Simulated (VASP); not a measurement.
# Rh (Fm-3m) in VASP: further runs

Runs on Rh. Level: PBEsol. Tasks: relaxation of cell and atoms.

Program: VASP 6.6.1. These are calculated values, not measurements. Logs are shortened: lines on timing, memory, paths and dates and some standing lists are left out, and cuts for length are marked.

## Step 1: The cell of the first run

The structure is cubic, space group Fm-3m (No. 225). The conventional cell has a = 3.796 Å, b = 3.796 Å, c = 3.796 Å, α = 90.00°, β = 90.00°, γ = 90.00°. Rh (site symmetry m-3m) has 12 Rh at 2.68 Å within 3.5 Å.

## Step 2: Relaxation of cell and atoms, PBEsol, target pressure 10 GPa, at which the enthalpy is minimised

INCAR reads:

```
  PREC = Accurate
  ENCUT = 600
  EDIFF = 1E-6
  ISMEAR = -1
  SIGMA = 0.05
  LREAL = False
  LASPH = True
  NELM = 100
  ALGO = Normal
  ISIF = 3
  LWAVE = False
  LCHARG = False
  GGA = PS
  IBRION = 2
  NSW = 80
  EDIFFG = -0.005
  PSTRESS = 100.0
```

KPOINTS reads:

```
regular mesh
0
Gamma
  12 12 12
```

POSCAR reads:

```
Rh
1.0
    0.0000000000      1.8978500000      1.8978500000
    1.8978500000      0.0000000000      1.8978500000
    1.8978500000      1.8978500000      0.0000000000
Rh
1
Direct
    0.0000000000      0.0000000000      0.0000000000
```

Potentials or basis: VASP PAW PBE potentials, release 64 (Rh_pv).

The run is started by

```console
$ cat potpaw_PBE.64/Rh_pv/POTCAR > POTCAR
$ mpirun -np 1 vasp_std > vasp.out
```

OUTCAR:

```text
PREC = Accurate
   ENCUT = 600
   EDIFF = 1E-6
   ISMEAR = -1
   LREAL = False
   LASPH = True
   NELM = 100
   ISIF = 3
   GGA = PS
   IBRION = 2
   NSW = 80
   EDIFFG = -0.005
   PSTRESS = 100.0

 ion  position               nearest neighbor table
   1  0.000  0.000  0.000-

  LATTYP: Found a face centered cubic cell.
 ALAT       =     3.7957000000

  Lattice vectors:

 A1 = (   0.0000000000,   1.8978500000,   1.8978500000)
 A2 = (   1.8978500000,   0.0000000000,   1.8978500000)
 A3 = (   1.8978500000,   1.8978500000,   0.0000000000)

Analysis of symmetry for initial positions (statically):
[... 33 lines left out ...]
                                     Primitive cell

  volume of cell :      13.6715

  direct lattice vectors                    reciprocal lattice vectors
     0.000000000  1.897850000  1.897850000    -0.263456016  0.263456016  0.263456016
     1.897850000  0.000000000  1.897850000     0.263456016 -0.263456016  0.263456016
     1.897850000  1.897850000  0.000000000     0.263456016  0.263456016 -0.263456016

  length of vectors
     2.683965209  2.683965209  2.683965209     0.456319205  0.456319205  0.456319205

  position of ions in fractional coordinates (direct lattice)
     0.000000000  0.000000000  0.000000000

  ion indices of the primitive-cell ions
   primitive index   ion index
                 1           1

----------------------------------------------------------------------------------------

 KPOINTS: regular mesh

Automatic generation of k-mesh.
 Grid dimensions read from file:
 generate k-points for:   12   12   12

 Generating k-lattice:

  Cartesian coordinates                     Fractional coordinates (reciprocal lattice)
    -0.021954668  0.021954668  0.021954668     0.083333333  0.000000000  0.000000000
     0.021954668 -0.021954668  0.021954668     0.000000000  0.083333333  0.000000000
     0.021954668  0.021954668 -0.021954668     0.000000000  0.000000000  0.083333333

  Length of vectors
     0.038026600  0.038026600  0.038026600

  Shift w.r.t. Gamma in fractional coordinates (k-lattice)
     0.000000000  0.000000000  0.000000000

 Subroutine IBZKPT returns following result:
 ===========================================
[... 51 lines left out ...]
   NSW    =     80    number of steps for IOM
   IBRION =      2    ionic relax: 0-MD 1-quasi-New 2-CG
   NFREE  =      1    steps in history (QN), initial steepest desc. (CG)
   ISIF   =      3    stress and relaxation
   ISYM   =      2    0-nonsym 1-usesym 2-fastsym
   POTIM  = 0.5000    time-step for ionic-motion
   TEBEG  =    0.0;   TEEND  =   0.0 temperature during run
   PSTRESS=  100.0 pullay stress
   NELECT =      15.0000    total number of electrons
   NUPDOWN=      -1.0000    fix difference up-down
   EMIN   =  10.00;   EMAX   =-10.00  energy-range for DOS
   EFERMI =   0.00;   METHOD = LEGACY
   ISMEAR =    -1;   SIGMA  =   0.05  broadening in eV -4-tet -1-fermi 0-gaus
   EFERMI_NEDOS =   21; number of points for ismear=-14 and -15
   IALGO  =     38    algorithm
   IMIX   =      4    mixing-type and parameters
     AMIX     =   0.40;   BMIX     =  1.00
     AMIX_MAG =   1.60;   BMIX_MAG =  1.00
  volume/ion in A,a.u.               =      13.67        92.26
  Fermi-wavevector in a.u.,A,eV,Ry     =   1.688496  3.190795 38.790465  2.851019
  Thomas-Fermi vector in A             =   2.770792
   LORBIT       =      0    0 simple, 1 ext, 2 COOP (PROOUT), +10 PAW based schemes
   GGA     = PS    functional components
   LHFCALC =     F    Hartree Fock is set to
   AEXX    =    0.0000 exact exchange contribution
   IVDW    =     0    specifies the selected vdW correction
   LEPSILON=     F    determine dielectric tensor
   LRPA    =     F    only Hartree local field effects (RPA)
 conjugate gradient relaxation of ions
 non-spin polarized calculation
  energy-cutoff  :      600.00
  volume of cell :       13.67
 maximum number of plane-waves:       471
 NGX is ok and might be reduce to    24
   NGX = 11   NGY = 11   NGZ = 11

--------------------------------------- Ionic step        1  -------------------------------------------

 number of electron      15.0000002 magnetization

 Free energy of the ion-electron system (eV)
  ---------------------------------------------------
  ext. energy  EPLUGINS =         0.00000000
  ---------------------------------------------------
  free energy    TOTEN  =        -8.14461589 eV

  energy without entropy =       -8.13645002  energy(sigma->0) =       -8.14053295

------------------------ aborting loop because EDIFF is reached ----------------------------------------

  FORCE on cell =-STRESS in cart. coord.  units (eV):
  Direction    XX          YY          ZZ          XY          YZ          ZX
  --------------------------------------------------------------------------------------
  -------------------------------------------------------------------------------------
  Total       -0.3352997     -0.3352997     -0.3352997      0.0000000     -0.0000000      0.0000000
  in kB      -39.2941705    -39.2941705    -39.2941705      0.0000000     -0.0000000      0.0000000
  external PRESSURE =    -139.2941705 kB  Pullay stress =     100.0000000 kB
[... 209 lines left out ...]
--------------------------------------- Ionic step        7  -------------------------------------------

 number of electron      15.0000000 magnetization

 Free energy of the ion-electron system (eV)
  ---------------------------------------------------
  ext. energy  EPLUGINS =         0.00000000
  ---------------------------------------------------
  free energy    TOTEN  =        -8.13449289 eV

  energy without entropy =       -8.12700883  energy(sigma->0) =       -8.13075086

 E-fermi :  12.7185     XC(G=0): -14.5465

 val. band max:       12.6231629676   @ k =   0.3333   0.0833   0.0000
 cond. band min:      12.7532681967   @ k =   0.5000   0.4167   0.0000
 fundamental gap:      0.1301052292
 Fermi energy:        12.7185201378

 k-point     1 :       0.0000    0.0000    0.0000
  band No.  band energies     occupation
      1     -33.7384      2.00000
      2     -33.7384      2.00000
      3     -33.7384      2.00000
      4       4.2719      2.00000
      5       9.3454      2.00000
      6       9.3454      2.00000
      7       9.3454      2.00000
      8      11.6284      2.00000
      9      11.6284      2.00000
     10      28.5876      0.00000
     11      32.8882      0.00000
[... 309 lines left out ...]
 k-point    24 :      -0.4167    0.1667    0.0000
  band No.  band energies     occupation
      1     -34.5324      2.00000
      2     -34.0178      2.00000
      3     -33.8905      2.00000
      4       6.8781      2.00000
      5       8.6208      2.00000
      6       9.9891      2.00000
      7      10.4446      2.00000
      8      12.9779      0.01110
      9      16.9736      0.00000
     10      21.8683      0.00000
     11      28.9566      0.00000

 [... further k-points ...]
[... 5 lines left out ...]
  --------------------------------------------------------------------------------------
  -------------------------------------------------------------------------------------
  Total        0.8158081      0.8158081      0.8158081     -0.0000000      0.0000000      0.0000000
  in kB       99.9667717     99.9667717     99.9667717     -0.0000000      0.0000000      0.0000000
  external PRESSURE =      -0.0332283 kB  Pullay stress =     100.0000000 kB
[... 20 lines left out ...]
  energy  without entropy=       -8.1270088277  energy(sigma->0) =       -8.13075086

  enthalpy is  TOTEN    =        -7.3184135698 eV   P V=        0.8160793156

 reached required accuracy - stopping structural energy minimisation
```

It took 25 s on 1 thread of Intel Xeon 6975P-C (Granite Rapids), shared host; peak memory 0.15 GiB.

Results:

```
Free energy                                            : -8.1345 eV
Relaxed volume                                         : 13.08 Å³/atom
Relaxed cell                                           : a = 2.644 Å, b = 2.644 Å, c = 2.644 Å, α = 60.00°, β = 60.00°, γ = 60.00°
Space group after relaxing (to 0.05 Å)                 : Fm-3m (No. 225)
Energy change on relaxing (the enthalpy is what falls) : +10.1 meV/atom
Ionic steps                                            : 7
Pressure after relaxing                                : 10.0 GPa
```

The path:
| step | energy change (eV) | largest force (eV/Å) | pressure (GPa) | volume (Å³) |
| --- | --- | --- | --- | --- |
| 1 | 0.0000 | 0.0000 | -3.93 | 13.67 |
| 2 | 0.3951 | 0.0000 | 73.80 | 11.45 |
| 3 | 0.0083 | 0.0000 | 9.21 | 13.11 |
| 4 | 0.0098 | 0.0000 | 9.83 | 13.08 |
| 5 | 0.0105 | 0.0000 | 10.15 | 13.07 |
| 6 | 0.0093 | 0.0000 | 9.64 | 13.09 |
| 7 | 0.0101 | 0.0000 | 10.00 | 13.08 |

Final structure:
```yaml
crystal:
  lattice:
    - [0.00000, 1.86984, 1.86984]
    - [1.86984, 0.00000, 1.86984]
    - [1.86984, 1.86984, 0.00000]
  atoms:
    - { symbol: Rh, position: [0.00000, 0.00000, 0.00000] }
```

Levels at points of the mesh, in eV from the Fermi level:
```tsv
k point	band 5	band 6	band 7	band 8	band 9	band 10
(0.00, 0.00, 0.00)	-3.37	-3.37	-3.37	-1.09	-1.09	15.87
(0.50, 0.00, 0.00)	-3.46	-3.46	0.58	0.61	0.61	9.10
(0.50, 0.50, 0.00)	-6.47	0.58	1.06	1.06	3.23	12.86
```

Caveat: the cell is relaxed towards a set pressure, so the enthalpy falls and the energy may rise; the PAW data sets were made with another functional, which shifts forces and pressure a little.

## Step 3: Relaxation of cell and atoms, PBEsol, target pressure 20 GPa, at which the enthalpy is minimised

INCAR reads:

```
SYSTEM = Rh
  PREC = Accurate
  ENCUT = 600
  EDIFF = 1E-6
  ISMEAR = -1
  SIGMA = 0.05
  LREAL = .FALSE.
  LASPH = .TRUE.
  NELM = 80
  ALGO = Normal
  ISIF = 3
  LWAVE = .FALSE.
  LCHARG = .FALSE.
  GGA = PS
  IBRION = 2
  NSW = 80
  EDIFFG = -0.005
  PSTRESS = 200.0
```

KPOINTS reads:

```
Automatic mesh
0
G
  12 12 12
  0 0 0
```

POSCAR is that of step 2.

Potentials or basis: VASP PAW PBE potentials, release 64 (Rh_pv).

The run is started by

```console
$ cat potpaw_PBE.64/Rh_pv/POTCAR > POTCAR
$ mpirun -np 1 vasp_std > vasp.out
```

Run time: 19 s. Hardware: 1 thread of Intel Xeon 6975P-C (Granite Rapids), shared host; peak memory 0.15 GiB.

Results (log left out):

* Free energy: -8.1023 eV
* Relaxed volume: 12.73 Å³/atom
* Relaxed cell: a = 2.621 Å, b = 2.621 Å, c = 2.621 Å, α = 60.00°, β = 60.00°, γ = 60.00°
* Space group after relaxing (to 0.05 Å): Fm-3m (No. 225)
* Energy change on relaxing (the enthalpy is what falls): +42.3 meV/atom
* Ionic steps: 7
* Pressure after relaxing: 20.0 GPa

The path:
| step | energy change (eV) | largest force (eV/Å) | pressure (GPa) | volume (Å³) |
| --- | --- | --- | --- | --- |
| 1 | 0.0000 | 0.0000 | -3.93 | 13.67 |
| 2 | 1.5053 | 0.0000 | 186.59 | 10.02 |
| 3 | 0.0319 | 0.0000 | 17.29 | 12.82 |
| 4 | 0.0389 | 0.0000 | 19.08 | 12.76 |
| 5 | 0.0427 | 0.0000 | 20.08 | 12.72 |
| 6 | 0.0415 | 0.0000 | 19.85 | 12.73 |
| 7 | 0.0423 | 0.0000 | 20.03 | 12.73 |

Final structure:
```
Rh
1.0
     0.00000    1.85316    1.85316
     1.85316    0.00000    1.85316
     1.85316    1.85316    0.00000
Rh
1
Direct
  0.00000 0.00000 0.00000
```

Levels at points of the mesh, in eV from the Fermi level:
| k point | band 4 | band 5 | band 6 | band 7 | band 8 | band 9 | band 10 | band 11 |
| --- | --- | --- | --- | --- | --- | --- | --- | --- |
| (0.00, 0.00, 0.00) | -8.66 | -3.52 | -3.52 | -3.52 | -1.14 | -1.14 | 15.82 | 20.09 |
| (0.50, 0.00, 0.00) | -6.87 | -3.61 | -3.61 | 0.55 | 0.63 | 0.63 | 9.40 | 15.36 |
| (0.50, 0.50, 0.00) | -7.15 | -6.74 | 0.61 | 1.11 | 1.11 | 3.27 | 13.23 | 13.67 |

Caveat: the cell is relaxed towards a set pressure, so the enthalpy falls and the energy may rise; the PAW data sets were made with another functional, which shifts forces and pressure a little.

(Part 1 of 2 ends here.)
